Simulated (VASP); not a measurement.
# Ta3N (P-3m1) in VASP: further runs

The runs below take Ta3N through single point, with LDA.

Everything below comes from runs of VASP 6.6.1. Logs are shortened: lines on timing, memory, paths and dates and some standing lists are left out, and cuts for length are marked.

### 1 The cell of the first run

Symmetry: P-3m1, No. 164, trigonal system. The conventional cell has a = 2.988 Å, b = 2.988 Å, c = 7.370 Å, α = 90.00°, β = 90.00°, γ = 120.00°. Within 2.8 Å of Ta (site symmetry 3m) lie 3 N at 2.14 Å. Ta (site symmetry -3m) has 12 Ta at 2.97 to 2.99 Å and 2 N at 3.68 Å within 3.9 Å. N (site symmetry -3m) has 6 Ta at 2.14 Å within 2.8 Å.

### 2 Single point, LDA

Input file INCAR:

```
PREC = Accurate ; ENCUT = 700
EDIFF = 1E-6 ; ISMEAR = -1
SIGMA = 0.05 ; LREAL = False
LASPH = True ; NELM = 120
ALGO = Normal ; ISIF = 2
LWAVE = False ; LCHARG = True
GGA = CA ; LELF = True
LVHAR = True ; NBANDS = 30
GGA_COMPAT = False
```

Input file KPOINTS:

```
Automatic mesh
0
Gamma
  7 7 3
```

Input file POSCAR:

```
Ta3N
1.0
    2.9877232264      0.0000000000      0.0000000000
   -1.4938616132      2.5874442135      0.0000000000
    0.0000000000      0.0000000000      7.3696403020
Ta N
3 1
Direct
    0.6666666667      0.3333333333      0.8287410405
    0.3333333333      0.6666666667      0.1712589595
    0.0000000000      0.0000000000      0.5000000000
    0.0000000000      0.0000000000      0.0000000000
```

Potentials or basis: VASP PAW LDA potentials, release 64 (Ta_sv_GW, N).

Launch:

```bash
cat potpaw_LDA.64/Ta_sv_GW/POTCAR potpaw_LDA.64/N/POTCAR > POTCAR
mpirun -np 1 vasp_std > vasp.out
```

OUTCAR:

```text
PREC = Accurate
   ENCUT = 700
   EDIFF = 1E-6
   ISMEAR = -1
   LREAL = False
   LASPH = True
   NELM = 120
   ISIF = 2
   GGA = CA

 ion  position               nearest neighbor table
   1  0.667  0.333  0.829-   4 2.14   4 2.14   4 2.14   3 2.97   3 2.97   3 2.97   2 3.06   2 3.06
                             2 3.06
   2  0.333  0.667  0.171-   4 2.14   4 2.14   4 2.14   3 2.97   3 2.97   3 2.97   1 3.06   1 3.06
                             1 3.06
   3  0.000  0.000  0.500-   1 2.97   2 2.97   2 2.97   1 2.97   1 2.97   2 2.97
   4  0.000  0.000  0.000-   1 2.14   2 2.14   2 2.14   1 2.14   1 2.14   2 2.14

  LATTYP: Found a hexagonal cell.
 ALAT       =     2.9877232264
 C/A-ratio  =     2.4666408980

  Lattice vectors:

 A1 = (   2.9877232264,   0.0000000000,   0.0000000000)
 A2 = (  -1.4938616132,   2.5874442135,   0.0000000000)
 A3 = (   0.0000000000,   0.0000000000,   7.3696403020)

Analysis of symmetry for initial positions (statically):
=====================================================================
 Subroutine PRICEL returns:
 Original cell was already a primitive cell.

 Routine SETGRP: Setting up the symmetry group for a
 hexagonal supercell.

 Subroutine GETGRP returns: Found 12 space group operations
 (whereof 12 operations were pure point group operations)
 out of a pool of 24 trial point group operations.

The static configuration has the point symmetry D_3d.

Analysis of symmetry for dynamics (positions and initial velocities):
=====================================================================
 Subroutine PRICEL returns:
 Original cell was already a primitive cell.

 Routine SETGRP: Setting up the symmetry group for a
 hexagonal supercell.

 Subroutine GETGRP returns: Found 12 space group operations
 (whereof 12 operations were pure point group operations)
 out of a pool of 24 trial point group operations.

The dynamic configuration has the point symmetry D_3d.

 Subroutine INISYM returns: Found 12 space group operations
 (whereof 12 operations are pure point group operations),
 and found     1 'primitive' translations

----------------------------------------------------------------------------------------

                                     Primitive cell

  volume of cell :      56.9715

  direct lattice vectors                    reciprocal lattice vectors
[... 77 lines left out ...]
   PREC   = accura    normal or accurate (medium, high low for compatibility)
   ISTART =      0    job   : 0-new  1-cont  2-samecut
   ICHARG =      2    charge: 1-file 2-atom 10-const
   ISPIN  =      1    spin polarized calculation?
   LNONCOLLINEAR =      F non collinear calculations
   LSORBIT =      F    spin-orbit coupling
   LASPH  =      T    aspherical Exc in radial PAW
   ENCUT  =  700.0 eV  51.45 Ry    7.17 a.u.   6.45  6.45 15.90*2*pi/ulx,y,z
   NELM   =    120;   NELMIN=  2; NELMDL= -5     # of ELM steps
   EDIFF  = 0.1E-05   stopping-criterion for ELM
   LREAL  =      F    real-space projection
[... 7 lines left out ...]
   TEBEG  =    0.0;   TEEND  =   0.0 temperature during run
   PSTRESS=    0.0 pullay stress
   NELECT =      44.0000    total number of electrons
   NUPDOWN=      -1.0000    fix difference up-down
   EMIN   =  10.00;   EMAX   =-10.00  energy-range for DOS
   EFERMI =   0.00;   METHOD = LEGACY
   ISMEAR =    -1;   SIGMA  =   0.05  broadening in eV -4-tet -1-fermi 0-gaus
   EFERMI_NEDOS =   21; number of points for ismear=-14 and -15
   IALGO  =     38    algorithm
   IMIX   =      4    mixing-type and parameters
     AMIX     =   0.40;   BMIX     =  1.00
     AMIX_MAG =   1.60;   BMIX_MAG =  1.00
  volume/ion in A,a.u.               =      14.24        96.12
  Fermi-wavevector in a.u.,A,eV,Ry     =   1.502011  2.838390 30.695256  2.256038
  Thomas-Fermi vector in A             =   2.613307
   LORBIT       =      0    0 simple, 1 ext, 2 COOP (PROOUT), +10 PAW based schemes
   GGA     = CA    functional components
   LHFCALC =     F    Hartree Fock is set to
   AEXX    =    0.0000 exact exchange contribution
   IVDW    =     0    specifies the selected vdW correction
   LEPSILON=     F    determine dielectric tensor
   LRPA    =     F    only Hartree local field effects (RPA)
 non-spin polarized calculation
  energy-cutoff  :      700.00
  volume of cell :       56.97
 maximum number of plane-waves:      2431
 NGX is ok and might be reduce to    28
   NGX = 13   NGY = 13   NGZ = 31

 number of electron      44.0000001 magnetization

 Free energy of the ion-electron system (eV)
  ---------------------------------------------------
  ext. energy  EPLUGINS =         0.00000000
  ---------------------------------------------------
  free energy    TOTEN  =       -57.34297015 eV

  energy without entropy =      -57.32278583  energy(sigma->0) =      -57.33287799

 E-fermi :  11.5493     XC(G=0): -13.5830

 val. band max:       11.4983835434   @ k =   0.1429   0.0000   0.3333
 cond. band min:      11.6269357560   @ k =   0.1429   0.0000   0.3333
 fundamental gap:      0.1285522125
 Fermi energy:        11.5492875934

 k-point     1 :       0.0000    0.0000    0.0000
  band No.  band energies     occupation
      1     -56.3204      2.00000
      2     -56.2793      2.00000
      3     -55.7120      2.00000
      4     -23.4832      2.00000
      5     -23.0819      2.00000
      6     -22.6992      2.00000
[... 649 lines left out ...]
     29      16.7311      0.00000
     30      16.9060      0.00000

------------------------ aborting loop because EDIFF is reached ----------------------------------------

  FORCE on cell =-STRESS in cart. coord.  units (eV):
  Direction    XX          YY          ZZ          XY          YZ          ZX
  --------------------------------------------------------------------------------------
  -------------------------------------------------------------------------------------
  Total        0.2655007      0.2655007      0.2406692      0.0000000     -0.0000000      0.0000000
  in kB        7.4665256      7.4665256      6.7682046      0.0000000     -0.0000000      0.0000000
  external PRESSURE =       7.2337520 kB  Pullay stress =       0.0000000 kB

 VOLUME and BASIS-vectors are now :
 -----------------------------------------------------------------------------
  energy-cutoff  :      700.00
  volume of cell :       56.97
      direct lattice vectors                 reciprocal lattice vectors
     2.987723226  0.000000000  0.000000000     0.334703024  0.193240881  0.000000000
    -1.493861613  2.587444213  0.000000000     0.000000000  0.386481762  0.000000000
     0.000000000  0.000000000  7.369640302     0.000000000  0.000000000  0.135691833

 POSITION                                       TOTAL-FORCE (eV/Angst)
 -----------------------------------------------------------------------------------
      1.49386      0.86248      6.10752        -0.000000      0.000000     -0.051926
     -0.00000      1.72496      1.26212         0.000000     -0.000000      0.051926
      0.00000      0.00000      3.68482        -0.000000      0.000000      0.000000
      0.00000      0.00000      0.00000        -0.000000      0.000000      0.000000
 -----------------------------------------------------------------------------------
    total drift:                                0.000000      0.000000      0.000000

  FREE ENERGIE OF THE ION-ELECTRON SYSTEM (eV)
  ---------------------------------------------------
  free  energy   TOTEN  =       -57.3429701475 eV

  energy  without entropy=      -57.3227858253  energy(sigma->0) =      -57.33287799
```

OSZICAR:

```text
N       E                     dE             d eps       ncg     rms          rms(c)
DAV:   1     0.465800490434E+03    0.46580E+03   -0.32501E+04  1200   0.187E+03
[... 14 lines left out ...]
DAV:  16    -0.573432089303E+02   -0.18174E-04   -0.11645E-05  1420   0.156E-02    0.185E+00
DAV:  17    -0.573431821318E+02    0.26798E-04   -0.17383E-05  1212   0.204E-02    0.226E+00
DAV:  18    -0.573431798610E+02    0.22708E-05   -0.42628E-06  1316   0.101E-02    0.244E+00
DAV:  19    -0.573430842932E+02    0.95568E-04   -0.15940E-04  1498   0.615E-02    0.277E-01
DAV:  20    -0.573429730567E+02    0.11124E-03   -0.38661E-04  1552   0.834E-02    0.513E-01
DAV:  21    -0.573429700737E+02    0.29829E-05   -0.48186E-05  1406   0.330E-02    0.316E-01
DAV:  22    -0.573429701475E+02   -0.73795E-07   -0.35653E-06  1210   0.898E-03
   1 F= -.57342970E+02 E0= -.57332878E+02  d E =-.201843E-01
```

stdout:

```text
POSCAR found type information on POSCAR TaN
 POSCAR found :  2 types and       4 ions
 scaLAPACK will be used
 LDA part: xc-table for (Slater(with rela. corr.)+CA(PZ))
 , standard interpolation
 POSCAR, INCAR and KPOINTS ok, starting setup
 FFT: planning ... GRIDC
 FFT: planning ... GRID_SOFT
 FFT: planning ... GRID
 WAVECAR not read
 entering main loop
```

Wall time 50 s (1 thread of Intel Xeon 6975P-C (Granite Rapids), shared host); peak memory 0.2 GiB.

What came out:

| Property | Result |
| --- | --- |
| Free energy | -57.3430 eV |
| Pressure | 0.7 GPa |
| Largest force | 0.052 eV/Å |
| Band gap on the k mesh | zero (bands 22 and 23 overlap by 0.69 eV) |

Forces in eV/Å, atoms in the order of the input:
```
Ta   0.000  0.000 -0.052
Ta   0.000  0.000  0.052
Ta   0.000  0.000  0.000
N    0.000  0.000  0.000
```

Levels at points of the mesh, in eV from the Fermi level:
| k point | band 18 | band 19 | band 20 | band 21 | band 22 | band 23 | band 24 | band 25 | band 26 | band 27 |
| --- | --- | --- | --- | --- | --- | --- | --- | --- | --- | --- |
| (0.00, 0.00, 0.00) | -3.52 | -1.25 | -0.63 | -0.63 | -0.38 | 0.23 | 0.23 | 1.06 | 1.99 | 1.99 |

Caveat: spin-orbit coupling is left out, which moves the levels of the heavy elements.

### 3 Single point, LDA

This run uses another cell than the first one, of 14.98 Å³/atom.

Input file INCAR:

```
SYSTEM = Ta3N
PREC = Accurate ; ENCUT = 700
EDIFF = 1E-6 ; ISMEAR = -1
SIGMA = 0.05 ; LREAL = .FALSE.
LASPH = .TRUE. ; NELM = 120
ALGO = Normal ; ISIF = 2
LWAVE = .FALSE. ; LCHARG = .FALSE.
GGA = CA ; NBANDS = 30
GGA_COMPAT = .FALSE.
```

Input file KPOINTS:

```
regular mesh
0
G
  10 10 4
  0 0 0
```

Input file POSCAR:

```
Ta3N
1.0
    3.0322239879      0.0000000000      0.0000000000
   -1.5161119940      2.6259830035      0.0000000000
    0.0000000000      0.0000000000      7.5241370000
Ta N
3 1
Direct
    0.6666666667      0.3333333333      0.8260700000
    0.3333333333      0.6666666667      0.1739300000
    0.0000000000      0.0000000000      0.5000000000
    0.0000000000      0.0000000000      0.0000000000
```

Potentials or basis: VASP PAW LDA potentials, release 64 (Ta_sv_GW, N).

Launch:

```bash
cat potpaw_LDA.64/Ta_sv_GW/POTCAR potpaw_LDA.64/N/POTCAR > POTCAR
mpirun -np 1 vasp_std > vasp.out
```

OUTCAR:

```text
SYSTEM = Ta3N
   PREC = Accurate
   ENCUT = 700
   EDIFF = 1E-6
   ISMEAR = -1
   LREAL = .FALSE.
   LASPH = .TRUE.
   NELM = 120
   ISIF = 2
   GGA = CA

 ion  position               nearest neighbor table
   1  0.667  0.333  0.826-   4 2.19   4 2.19   4 2.19   3 3.01   3 3.01   3 3.01   2 3.15   2 3.15
                             2 3.15
   2  0.333  0.667  0.174-   4 2.19   4 2.19   4 2.19   3 3.01   3 3.01   3 3.01   1 3.15   1 3.15
                             1 3.15
   3  0.000  0.000  0.500-   1 3.01   2 3.01   1 3.01   2 3.01   1 3.01   2 3.01
   4  0.000  0.000  0.000-   1 2.19   2 2.19   1 2.19   2 2.19   1 2.19   2 2.19

  LATTYP: Found a hexagonal cell.
 ALAT       =     3.0322239879
 C/A-ratio  =     2.4813922158

  Lattice vectors:

 A1 = (   3.0322239879,   0.0000000000,   0.0000000000)
 A2 = (  -1.5161119940,   2.6259830035,   0.0000000000)
 A3 = (   0.0000000000,   0.0000000000,   7.5241370000)

Analysis of symmetry for initial positions (statically):
=====================================================================
 Subroutine PRICEL returns:
[... 169 lines left out ...]
  ext. energy  EPLUGINS =         0.00000000
  ---------------------------------------------------
  free energy    TOTEN  =       -57.20903535 eV

  energy without entropy =      -57.18322370  energy(sigma->0) =      -57.19612952

 E-fermi :  10.8535     XC(G=0): -13.3062

 val. band max:       10.8503433467   @ k =   0.2000   0.2000   0.0000
 cond. band min:      10.8568668960   @ k =   0.2000   0.0000   0.2500
 fundamental gap:      0.0065235492
 Fermi energy:        10.8534507980

 k-point     1 :       0.0000    0.0000    0.0000
  band No.  band energies     occupation
      1     -57.1155      2.00000
      2     -57.0882      2.00000
      3     -56.5666      2.00000
      4     -24.1333      2.00000
      5     -23.8477      2.00000
      6     -23.5008      2.00000
[... 781 lines left out ...]
     29      15.6599      0.00000
     30      16.3877      0.00000

 [... further k-points ...]
[... 5 lines left out ...]
  --------------------------------------------------------------------------------------
  -------------------------------------------------------------------------------------
  Total       -4.8639910     -4.8639910     -4.5980238      0.0000000      0.0000000      0.0000000
  in kB     -130.0748882   -130.0748882   -122.9622808      0.0000000      0.0000000      0.0000000
  external PRESSURE =    -127.7040190 kB  Pullay stress =       0.0000000 kB

 VOLUME and BASIS-vectors are now :
 -----------------------------------------------------------------------------
  energy-cutoff  :      700.00
  volume of cell :       59.91
      direct lattice vectors                 reciprocal lattice vectors
     3.032223988  0.000000000  0.000000000     0.329790940  0.190404888  0.000000000
    -1.516111994  2.625983004  0.000000000     0.000000000  0.380809776  0.000000000
     0.000000000  0.000000000  7.524137000     0.000000000  0.000000000  0.132905608

 POSITION                                       TOTAL-FORCE (eV/Angst)
 -----------------------------------------------------------------------------------
      1.51611      0.87533      6.21546        -0.000000     -0.000000      0.493399
     -0.00000      1.75066      1.30867         0.000000      0.000000     -0.493399
      0.00000      0.00000      3.76207         0.000000      0.000000      0.000000
      0.00000      0.00000      0.00000         0.000000      0.000000      0.000000
 -----------------------------------------------------------------------------------
    total drift:                                0.000000     -0.000000     -0.000000

  FREE ENERGIE OF THE ION-ELECTRON SYSTEM (eV)
  ---------------------------------------------------
  free  energy   TOTEN  =       -57.2090353483 eV

  energy  without entropy=      -57.1832236985  energy(sigma->0) =      -57.19612952
```

stdout:

```text
POSCAR found type information on POSCAR TaN
 POSCAR found :  2 types and       4 ions
 scaLAPACK will be used
 LDA part: xc-table for (Slater(with rela. corr.)+CA(PZ))
 , standard interpolation
 POSCAR, INCAR and KPOINTS ok, starting setup
 FFT: planning ... GRIDC
 FFT: planning ... GRID_SOFT
 FFT: planning ... GRID
 WAVECAR not read
 entering main loop
```

It took 76 s on 1 thread of Intel Xeon 6975P-C (Granite Rapids), shared host; peak memory 0.27 GiB.

Results:

| Property | Result |
| --- | --- |
| Free energy | -57.2090 eV |
| Pressure | -12.8 GPa |
| Largest force | 0.493 eV/Å |
| Band gap on the k mesh | zero (bands 22 and 23 overlap by 0.68 eV) |

Forces in eV/Å, atoms in the order of the input:
```
Ta   0.000  0.000  0.493
Ta   0.000  0.000 -0.493
Ta   0.000  0.000  0.000
N    0.000  0.000  0.000
```

Stress tensor (GPa, compression positive):
```
-13.01   0.00   0.00
  0.00 -13.01   0.00
  0.00   0.00 -12.30
```

Caveat: the cell stands under tension; spin-orbit coupling is left out, which moves the levels of the heavy elements.

The gap in the log of VASP goes by the Fermi energy; the results here count the filled bands.